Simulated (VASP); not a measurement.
# Cu (C2/m) in VASP: notebook

The runs below take Cu through single point, relaxation of cell and atoms, with PBE.

All numbers are computed with VASP 6.6.1; they aren't measurements. Logs are shortened: lines on timing, memory, paths and dates and some standing lists are left out, and cuts for length are marked.

## 1. The cell of the first run

Symmetry: C2/m, No. 12, monoclinic system. The conventional cell has a = 5.165 Å, b = 3.080 Å, c = 6.841 Å, α = 90.00°, β = 102.17°, γ = 90.00°. Within 1.8 Å of Cu (site symmetry m) lie 1 Cu at 1.35 Å. Cu (site symmetry m) has 1 Cu at 1.36 Å within 1.8 Å.

## 2. Single point, PBE

Input file INCAR:

```
SYSTEM = Cu
ALGO = Normal
EDIFF = 1E-7
ENCUT = 520
GGA = PE
ISIF = 2
ISMEAR = 0
LASPH = .True.
LCHARG = .False.
LREAL = .False.
LWAVE = .False.
NBANDS = 30
NELM = 100
PREC = Accurate
SIGMA = 0.1
```

Input file KPOINTS:

```
k-points
0
Gamma
  6 6 4
  0 0 0
```

Input file POSCAR:

```
Cu
1.0
    2.5826385604     -1.5401917233      0.0000000000
    2.5826385604      1.5401917233      0.0000000000
   -1.4425304201      0.0000000000      6.6867048011
Cu
4
Direct
    0.0504000000      0.0504000000      0.0996000000
    0.9496000000      0.9496000000      0.9004000000
    0.5050000000      0.5050000000      0.6000000000
    0.4950000000      0.4950000000      0.4000000000
```

Potentials or basis: VASP PAW PBE potentials, release 64 (Cu).

On the command line:

```bash
$ cat potpaw_PBE.64/Cu/POTCAR > POTCAR
$ mpirun -np 1 vasp_std > vasp.out
```

OUTCAR:

```text
SYSTEM = Cu
   EDIFF = 1E-7
   ENCUT = 520
   GGA = PE
   ISIF = 2
   ISMEAR = 0
   LASPH = .True.
   LREAL = .False.
   NELM = 100
   PREC = Accurate

 ion  position               nearest neighbor table
   1  0.050  0.050  0.100-   2 1.35   4 2.63   4 2.63   4 2.74
   2  0.950  0.950  0.900-   1 1.35   3 2.63   3 2.63   3 2.74
   3  0.505  0.505  0.600-   4 1.36   2 2.63   2 2.63   2 2.74
   4  0.495  0.495  0.400-   3 1.36   1 2.63   1 2.63   1 2.74

 -----------------------------------------------------------------------------
|                                                                             |
|           W    W    AA    RRRRR   N    N  II  N    N   GGGG   !!!           |
|           W    W   A  A   R    R  NN   N  II  NN   N  G    G  !!!           |
|           W    W  A    A  R    R  N N  N  II  N N  N  G       !!!           |
|           W WW W  AAAAAA  RRRRR   N  N N  II  N  N N  G  GGG   !            |
|           WW  WW  A    A  R   R   N   NN  II  N   NN  G    G                |
|           W    W  A    A  R    R  N    N  II  N    N   GGGG   !!!           |
|                                                                             |
|     The distance between some ions is very small. Please check the          |
|     nearest-neighbor list in the OUTCAR file.                               |
|     I HOPE YOU KNOW WHAT YOU ARE DOING!                                     |
|                                                                             |
 -----------------------------------------------------------------------------

  LATTYP: Found a base centered monoclinic cell.
 ALAT       =     5.1652771208
 B/A-ratio  =     0.5963636364
 C/A-ratio  =     1.3243306311
 COS(beta)  =    -0.2108797750

  Lattice vectors:

 A1 = (   2.5826385604,  -1.5401917233,   0.0000000000)
 A2 = (   2.5826385604,   1.5401917233,   0.0000000000)
 A3 = (  -1.4425304201,   0.0000000000,   6.6867048011)

Analysis of symmetry for initial positions (statically):
=====================================================================
 Subroutine PRICEL returns:
 Original cell was already a primitive cell.

 Routine SETGRP: Setting up the symmetry group for a
 base centered monoclinic supercell.

 Subroutine GETGRP returns: Found  4 space group operations
 (whereof  4 operations were pure point group operations)
 out of a pool of  4 trial point group operations.

The static configuration has the point symmetry C_2h.

Analysis of symmetry for dynamics (positions and initial velocities):
=====================================================================
[... 119 lines left out ...]
   NFREE  =      0    steps in history (QN), initial steepest desc. (CG)
   ISIF   =      2    stress and relaxation
   ISYM   =      2    0-nonsym 1-usesym 2-fastsym
   POTIM  = 0.5000    time-step for ionic-motion
   TEBEG  =    0.0;   TEEND  =   0.0 temperature during run
   PSTRESS=    0.0 pullay stress
   NELECT =      44.0000    total number of electrons
   NUPDOWN=      -1.0000    fix difference up-down
   EMIN   =  10.00;   EMAX   =-10.00  energy-range for DOS
   EFERMI =   0.00;   METHOD = LEGACY
   ISMEAR =     0;   SIGMA  =   0.10  broadening in eV -4-tet -1-fermi 0-gaus
   EFERMI_NEDOS =   21; number of points for ismear=-14 and -15
   IALGO  =     38    algorithm
   IMIX   =      4    mixing-type and parameters
     AMIX     =   0.40;   BMIX     =  1.00
     AMIX_MAG =   1.60;   BMIX_MAG =  1.00
  volume/ion in A,a.u.               =      13.30        89.75
  Fermi-wavevector in a.u.,A,eV,Ry     =   1.536735  2.904007 32.130882  2.361553
  Thomas-Fermi vector in A             =   2.643342
   LORBIT       =      0    0 simple, 1 ext, 2 COOP (PROOUT), +10 PAW based schemes
   GGA     = PE    functional components
   LHFCALC =     F    Hartree Fock is set to
   AEXX    =    0.0000 exact exchange contribution
   IVDW    =     0    specifies the selected vdW correction
   LEPSILON=     F    determine dielectric tensor
   LRPA    =     F    only Hartree local field effects (RPA)
 non-spin polarized calculation
 Gauss-broadening in eV      SIGMA  =   0.10
  energy-cutoff  :      520.00
  volume of cell :       53.20
 maximum number of plane-waves:      1448
 NGX is ok and might be reduce to    24
   NGX = 11   NGY = 11   NGZ = 25

 number of electron      44.0000006 magnetization

 Free energy of the ion-electron system (eV)
  ---------------------------------------------------
  ext. energy  EPLUGINS =         0.00000000
  ---------------------------------------------------
  free energy    TOTEN  =        10.52812139 eV

  energy without entropy =       10.53348157  energy(sigma->0) =       10.53080148

 E-fermi :   6.7659     XC(G=0): -11.7365

 val. band max:        6.7493642530   @ k =   0.1667   0.1667   0.2500
 cond. band min:       6.7975403641   @ k =  -0.3333   0.1667   0.0000
 fundamental gap:      0.0481761111
 Fermi energy:         6.7658955861

 k-point     1 :       0.0000    0.0000    0.0000
  band No.  band energies     occupation
      1      -1.7424      2.00000
      2      -1.5222      2.00000
      3      -1.0241      2.00000
      4      -0.9880      2.00000
      5      -0.7928      2.00000
      6      -0.7637      2.00000
[... 781 lines left out ...]
     29      16.5561      0.00000
     30      18.9100      0.00000

 [... further k-points ...]

------------------------ aborting loop because EDIFF is reached ----------------------------------------

  FORCE on cell =-STRESS in cart. coord.  units (eV):
  Direction    XX          YY          ZZ          XY          YZ          ZX
  --------------------------------------------------------------------------------------
  -------------------------------------------------------------------------------------
  Total       -3.8972678     -5.5323468     63.1314783      0.0000000      0.0000000     -0.3077139
  in kB     -117.3789641   -166.6247133   1901.4108978      0.0000000      0.0000000     -9.2678090
  external PRESSURE =     539.1357402 kB  Pullay stress =       0.0000000 kB

 VOLUME and BASIS-vectors are now :
 -----------------------------------------------------------------------------
  energy-cutoff  :      520.00
  volume of cell :       53.20
      direct lattice vectors                 reciprocal lattice vectors
     2.582638560 -1.540191723  0.000000000     0.193600455 -0.324634909  0.041765646
     2.582638560  1.540191723  0.000000000     0.193600455  0.324634909  0.041765646
    -1.442530420  0.000000000  6.686704801     0.000000000  0.000000000  0.149550493

 POSITION                                       TOTAL-FORCE (eV/Angst)
 -----------------------------------------------------------------------------------
      0.11665      0.00000      0.66600         4.618521      0.000000     24.558633
      3.60609      0.00000      6.02071        -4.618521      0.000000    -24.558633
      1.74295      0.00000      4.01202        -4.468475      0.000000     24.787535
      1.97980      0.00000      2.67468         4.468475      0.000000    -24.787535
 -----------------------------------------------------------------------------------
    total drift:                                0.000000     -0.000000      0.000000

  FREE ENERGIE OF THE ION-ELECTRON SYSTEM (eV)
  ---------------------------------------------------
  free  energy   TOTEN  =        10.5281213892 eV

  energy  without entropy=       10.5334815652  energy(sigma->0) =       10.53080148
```

Wall time 32 s (1 thread of Intel Xeon 6975P-C (Granite Rapids), shared host); peak memory 0.2 GiB.

Results:

```
Free energy            : 10.5281 eV
Pressure               : 53.9 GPa
Largest force          : 25.187 eV/Å
Band gap on the k mesh : zero (band 22 reaches 7.26 eV, above the bottom of band 23 at 5.83 eV)
```

Forces on the atoms (eV/Å):
```
Cu    4.619   0.000  24.559
Cu   -4.619   0.000 -24.559
Cu   -4.468   0.000  24.788
Cu    4.468   0.000 -24.788
```

Stress tensor (GPa, compression positive):
```
-11.74   0.00  -0.93
  0.00 -16.66   0.00
 -0.93   0.00 190.14
```

Caveat: the k points lie up to 0.40 Å⁻¹ apart; forces of over 1 eV/Å act on the atoms, so gaps and moduli don't describe the material at rest.

(Continued in part 2 of 2.)
